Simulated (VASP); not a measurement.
# CoO (R-3m) in VASP: further runs

Runs on CoO. Level: r2SCAN+U. Tasks: single point.

Program: VASP 6.6.1. These are calculated values, not measurements. Logs are shortened: lines on timing, memory, paths and dates and some standing lists are left out, and cuts for length are marked.

## 1. The cell of the first run

Symmetry: R-3m, No. 166, trigonal system. Conventional cell: a = 3.011 Å, b = 3.011 Å, c = 7.320 Å, α = 90.00°, β = 90.00°, γ = 120.00°. Co (site symmetry -3m) has 6 O at 2.12 Å within 2.8 Å. Within 2.8 Å of O (site symmetry -3m) lie 6 Co at 2.12 Å.

## 2. Single point, r2SCAN+U, collinear spin, ferromagnetic start

Input file POSCAR:

```
CoO
1.0
    1.5054695445      0.8691832468      2.4399269062
   -1.5054695445      0.8691832468      2.4399269062
    0.0000000000     -1.7383664936      2.4399269062
Co O
1 1
Direct
    0.0000000000      0.0000000000      0.0000000000
    0.5000000000      0.5000000000      0.5000000000
```

Input file INCAR.step1:

```
SYSTEM = CoO
PREC = Accurate ; ENCUT = 520
ISMEAR = -1 ; SIGMA = 0.05
LREAL = .False. ; LASPH = .True.
NELM = 150 ; ISPIN = 2
MAGMOM = 2 0 ; LMAXMIX = 4
LDAU = .True. ; LDAUTYPE = 2
LDAUL = 2 -1 ; LDAUU = 5 0
LDAUJ = 0 0 ; NBANDS = 18
GGA = PE ; ALGO = Normal
EDIFF = 1E-4 ; LWAVE = .True.
LCHARG = .False.
```

Input file INCAR.step2:

```
SYSTEM = CoO
PREC = Accurate ; ENCUT = 520
EDIFF = 1E-6 ; ISMEAR = -1
SIGMA = 0.05 ; LREAL = .False.
LASPH = .True. ; NELM = 150
ALGO = Normal ; ISIF = 2
LWAVE = .False. ; LCHARG = .False.
ISPIN = 2 ; MAGMOM = 2 0
LORBIT = 11 ; LMAXMIX = 4
LDAU = .True. ; LDAUTYPE = 2
LDAUL = 2 -1 ; LDAUU = 5 0
LDAUJ = 0 0 ; LDAUPRINT = 1
METAGGA = R2SCAN ; LMIXTAU = .True.
NBANDS = 18 ; ISTART = 1
```

Input file KPOINTS:

```
Automatic mesh
0
Gamma
  11 11 11
  0 0 0
```

Potentials or basis: VASP PAW PBE potentials, release 64 (Co, O).

Launch:

```bash
$ cat potpaw_PBE.64/Co/POTCAR potpaw_PBE.64/O/POTCAR > POTCAR
$ cp INCAR.step1 INCAR
$ mpirun -np 1 vasp_std > vasp.out
$ cp INCAR.step2 INCAR
$ mpirun -np 1 vasp_std > vasp.out
```

OUTCAR:

```text
SYSTEM = CoO
   PREC = Accurate
   ENCUT = 520
   EDIFF = 1E-6
   ISMEAR = -1
   LREAL = .False.
   LASPH = .True.
   NELM = 150
   ISIF = 2
   ISPIN = 2
   LORBIT = 11
   METAGGA = R2SCAN
   ISTART = 1

 ion  position               nearest neighbor table
   1  0.000  0.000  0.000-   2 2.12   2 2.12   2 2.12   2 2.12   2 2.12   2 2.12
   2  0.500  0.500  0.500-   1 2.12   1 2.12   1 2.12   1 2.12   1 2.12   1 2.12

  LATTYP: Found a trigonal (rhomboedric) cell.
 ALAT       =     2.9958573687
 COS(alpha) =     0.4949531368

  Lattice vectors:

 A1 = (   1.5054695445,   0.8691832468,   2.4399269062)
 A2 = (  -1.5054695445,   0.8691832468,   2.4399269062)
 A3 = (   0.0000000000,  -1.7383664936,   2.4399269062)

Analysis of symmetry for initial positions (statically):
=====================================================================
 Subroutine PRICEL returns:
 Original cell was already a primitive cell.

 Routine SETGRP: Setting up the symmetry group for a
 trigonal (rhombohedral) supercell.

 Subroutine GETGRP returns: Found 12 space group operations
 (whereof 12 operations were pure point group operations)
 out of a pool of 12 trial point group operations.

The static configuration has the point symmetry D_3d.

Analysis of symmetry for dynamics (positions and initial velocities):
=====================================================================
 Subroutine PRICEL returns:
 Original cell was already a primitive cell.

 Routine SETGRP: Setting up the symmetry group for a
 trigonal (rhombohedral) supercell.

 Subroutine GETGRP returns: Found 12 space group operations
 (whereof 12 operations were pure point group operations)
 out of a pool of 12 trial point group operations.

The dynamic configuration has the point symmetry D_3d.

Analysis of structural, dynamic, and magnetic symmetry:
=====================================================================
 Subroutine PRICEL returns:
 Original cell was already a primitive cell.

 Routine SETGRP: Setting up the symmetry group for a
 trigonal (rhombohedral) supercell.

 Subroutine GETGRP returns: Found 12 space group operations
 (whereof 12 operations were pure point group operations)
 out of a pool of 12 trial point group operations.

The overall configuration has the point symmetry D_3d.

 Subroutine INISYM returns: Found 12 space group operations
 (whereof 12 operations are pure point group operations),
 and found     1 'primitive' translations

----------------------------------------------------------------------------------------

                                     Primitive cell

  volume of cell :      19.1563

  direct lattice vectors                    reciprocal lattice vectors
     1.505469544  0.869183247  2.439926906     0.332122295  0.191750896  0.136616114
    -1.505469544  0.869183247  2.439926906    -0.332122295  0.191750896  0.136616114
     0.000000000 -1.738366494  2.439926906     0.000000000 -0.383501793  0.136616114

  length of vectors
     2.995857369  2.995857369  2.995857369     0.407108816  0.407108816  0.407108816

  position of ions in fractional coordinates (direct lattice)
     0.000000000  0.000000000  0.000000000
     0.500000000  0.500000000  0.500000000

  ion indices of the primitive-cell ions
   primitive index   ion index
                 1           1
                 2           2

----------------------------------------------------------------------------------------

 KPOINTS: Automatic mesh

Automatic generation of k-mesh.
 Grid dimensions read from file:
 generate k-points for:   11   11   11

 Generating k-lattice:

  Cartesian coordinates                     Fractional coordinates (reciprocal lattice)
     0.030192936  0.017431900  0.012419647     0.090909091  0.000000000  0.000000000
[... 64 lines left out ...]
   NFREE  =      0    steps in history (QN), initial steepest desc. (CG)
   ISIF   =      2    stress and relaxation
   ISYM   =      2    0-nonsym 1-usesym 2-fastsym
   POTIM  = 0.5000    time-step for ionic-motion
   TEBEG  =    0.0;   TEEND  =   0.0 temperature during run
   PSTRESS=    0.0 pullay stress
   NELECT =      15.0000    total number of electrons
   NUPDOWN=      -1.0000    fix difference up-down
   EMIN   =  10.00;   EMAX   =-10.00  energy-range for DOS
   EFERMI =   0.00;   METHOD = LEGACY
   ISMEAR =    -1;   SIGMA  =   0.05  broadening in eV -4-tet -1-fermi 0-gaus
   EFERMI_NEDOS =   21; number of points for ismear=-14 and -15
   IALGO  =     38    algorithm
   IMIX   =      4    mixing-type and parameters
     AMIX     =   0.40;   BMIX     =  1.00
     AMIX_MAG =   1.60;   BMIX_MAG =  1.00
  volume/ion in A,a.u.               =       9.58        64.64
  Fermi-wavevector in a.u.,A,eV,Ry     =   1.508927  2.851458 30.978555  2.276860
  Thomas-Fermi vector in A             =   2.619316
   LORBIT       =     11    0 simple, 1 ext, 2 COOP (PROOUT), +10 PAW based schemes
 LDA+U is selected, type is set to LDAUTYPE =  2
   angular momentum for each species LDAUL =     2   -1
   U (eV)           for each species LDAUU =   5.0  0.0
   J (eV)           for each species LDAUJ =   0.0  0.0
   METAGGA = R2SCAN    functional components
   LHFCALC =     F    Hartree Fock is set to
   AEXX    =    0.0000 exact exchange contribution
   IVDW    =     0    specifies the selected vdW correction
   LEPSILON=     F    determine dielectric tensor
   LRPA    =     F    only Hartree local field effects (RPA)
 spin polarized calculation
  energy-cutoff  :      520.00
  volume of cell :       19.16
 maximum number of plane-waves:       532
   NGX = 11   NGY = 11   NGZ = 11

atom =   1  type =  1  l = 2

 onsite density matrix

spin component  1

  0.9921 -0.0000 -0.0000 -0.0223  0.0000
 -0.0000  1.0071 -0.0000 -0.0000 -0.0223
 -0.0000 -0.0000  0.9747  0.0000  0.0000
 -0.0223 -0.0000  0.0000  1.0071  0.0000
  0.0000 -0.0223  0.0000  0.0000  0.9921

spin component  2

  0.4661  0.0000  0.0000  0.1315 -0.0000
  0.0000  0.1407  0.0000  0.0000  0.1315
  0.0000  0.0000  0.9713  0.0000  0.0000
  0.1315  0.0000  0.0000  0.1407 -0.0000
 -0.0000  0.1315  0.0000 -0.0000  0.4661

 occupancies and eigenvectors

  o =  0.0942  v =  0.0000  0.0000  0.0000  0.0000  0.0000 -0.3333  0.0000 -0.0000  0.9428 -0.0000      0.0000  0.0000  0.0000  0.0000  0.0000  0.0000  0.0000  0.0000  0.0000  0.0000
  o =  0.0942  v =  0.0000  0.0000  0.0000  0.0000  0.0000 -0.0000 -0.9428 -0.0000  0.0000  0.3333      0.0000  0.0000  0.0000  0.0000  0.0000  0.0000  0.0000  0.0000  0.0000  0.0000
  o =  0.5126  v =  0.0000  0.0000  0.0000  0.0000  0.0000  0.9428 -0.0000  0.0000  0.3333 -0.0000      0.0000  0.0000  0.0000  0.0000  0.0000  0.0000  0.0000  0.0000  0.0000  0.0000
  o =  0.5126  v =  0.0000  0.0000  0.0000  0.0000  0.0000 -0.0000 -0.3333  0.0000  0.0000 -0.9428      0.0000  0.0000  0.0000  0.0000  0.0000  0.0000  0.0000  0.0000  0.0000  0.0000
  o =  0.9713  v =  0.0000  0.0000  0.0000  0.0000  0.0000  0.0000 -0.0000 -1.0000  0.0000 -0.0000      0.0000  0.0000  0.0000  0.0000  0.0000  0.0000  0.0000  0.0000  0.0000  0.0000
  o =  0.9747  v =  0.0000  0.0000 -1.0000  0.0000  0.0000  0.0000  0.0000  0.0000  0.0000  0.0000      0.0000  0.0000  0.0000  0.0000  0.0000  0.0000  0.0000  0.0000  0.0000  0.0000
  o =  0.9761  v = -0.8122  0.0000 -0.0000 -0.5833  0.0000  0.0000  0.0000  0.0000  0.0000  0.0000      0.0000  0.0000  0.0000  0.0000  0.0000  0.0000  0.0000  0.0000  0.0000  0.0000
  o =  0.9761  v =  0.0000  0.5833  0.0000  0.0000  0.8122  0.0000  0.0000  0.0000  0.0000  0.0000      0.0000  0.0000  0.0000  0.0000  0.0000  0.0000  0.0000  0.0000  0.0000  0.0000
  o =  1.0231  v =  0.5833  0.0000 -0.0000 -0.8122  0.0000  0.0000  0.0000  0.0000  0.0000  0.0000      0.0000  0.0000  0.0000  0.0000  0.0000  0.0000  0.0000  0.0000  0.0000  0.0000
  o =  1.0231  v =  0.0000 -0.8122  0.0000  0.0000  0.5833  0.0000  0.0000  0.0000  0.0000  0.0000      0.0000  0.0000  0.0000  0.0000  0.0000  0.0000  0.0000  0.0000  0.0000  0.0000

 number of electron      15.0000005 magnetization       3.0000000

 Free energy of the ion-electron system (eV)
  ---------------------------------------------------
  ext. energy  EPLUGINS =         0.00000000
  ---------------------------------------------------
  free energy    TOTEN  =       -19.06196962 eV

  energy without entropy =      -19.04997983  energy(sigma->0) =      -19.05597472

 E-fermi :   7.8791     XC(G=0): -13.1228

 val. band max:        7.8788099429   @ k =  -0.1818   0.1818   0.0909
 cond. band min:       7.8902869735   @ k =  -0.3636   0.3636   0.2727
 fundamental gap:      0.0114770305
 Fermi energy:         7.8790650181

 spin component 1

 k-point     1 :       0.0000    0.0000    0.0000
  band No.  band energies     occupation
      1     -13.2550      1.00000
      2       1.2002      1.00000
      3       1.2002      1.00000
      4       1.6695      1.00000
      5       1.6695      1.00000
      6       2.4467      1.00000
[... 1001 lines left out ...]
     17      37.8653      0.00000
     18      39.9539      0.00000

 [... further k-points ...]

------------------------ aborting loop because EDIFF is reached ----------------------------------------

  FORCE on cell =-STRESS in cart. coord.  units (eV):
  Direction    XX          YY          ZZ          XY          YZ          ZX
  --------------------------------------------------------------------------------------
  -------------------------------------------------------------------------------------
  Total       -0.4736437     -0.4736437     -0.5875341      0.0000000      0.0000000      0.0000000
  in kB      -39.6142065    -39.6142065    -49.1396747      0.0000000      0.0000000      0.0000000
  external PRESSURE =     -42.7893626 kB  Pullay stress =       0.0000000 kB

 VOLUME and BASIS-vectors are now :
 -----------------------------------------------------------------------------
  energy-cutoff  :      520.00
  volume of cell :       19.16
      direct lattice vectors                 reciprocal lattice vectors
     1.505469544  0.869183247  2.439926906     0.332122295  0.191750896  0.136616114
    -1.505469544  0.869183247  2.439926906    -0.332122295  0.191750896  0.136616114
     0.000000000 -1.738366494  2.439926906     0.000000000 -0.383501793  0.136616114

 POSITION                                       TOTAL-FORCE (eV/Angst)
 -----------------------------------------------------------------------------------
      0.00000      0.00000      0.00000         0.000000     -0.000000      0.000000
      0.00000      0.00000      3.65989        -0.000000      0.000000     -0.000000
 -----------------------------------------------------------------------------------
    total drift:                               -0.000000      0.000000     -0.000000

  FREE ENERGIE OF THE ION-ELECTRON SYSTEM (eV)
  ---------------------------------------------------
  free  energy   TOTEN  =       -19.0619696221 eV

  energy  without entropy=      -19.0499798269  energy(sigma->0) =      -19.05597472

 total charge

# of ion       s       p       d       tot
------------------------------------------
    1        0.301   0.377   7.133   7.811
    2        1.555   3.499   0.000   5.054
--------------------------------------------------
tot          1.856   3.876   7.133  12.865

 magnetization (x)

# of ion       s       p       d       tot
------------------------------------------
    1        0.026   0.021   2.786   2.833
    2        0.019   0.175   0.000   0.193
--------------------------------------------------
tot          0.045   0.196   2.786   3.027
```

Run time: 3.7 min. Hardware: 1 thread of AMD EPYC 9R45 (Zen 5), shared host; peak memory 0.19 GiB.

Results:

| Item | Value |
| --- | --- |
| Free energy | -19.0620 eV |
| Pressure | -4.3 GPa |
| Band gap on the k mesh | zero (filled and empty bands overlap) |
| Net moment | 3.00 μB per cell |
| Site moments | Co +2.83; O +0.19 μB |
| Valence electrons inside the program's atomic spheres | Co 7.81; O 5.05 |

Eigenvalues of the final occupation matrices:
| site | spin | trace | eigenvalues |
| --- | --- | --- | --- |
| site 1 d | 1 | 4.97 | 0.97 0.98 0.98 1.02 1.02 |
| site 1 d | 2 | 2.18 | 0.09 0.09 0.51 0.51 0.97 |

Caveat: the cell stands under tension; the PAW data sets were made with another functional, which shifts forces and pressure a little; a cell with one magnetic atom can't hold antiferromagnetic order, which such compounds often take. The state reached can hang on the start; a lower one may exist.

(Part 1 of 2 ends here.)
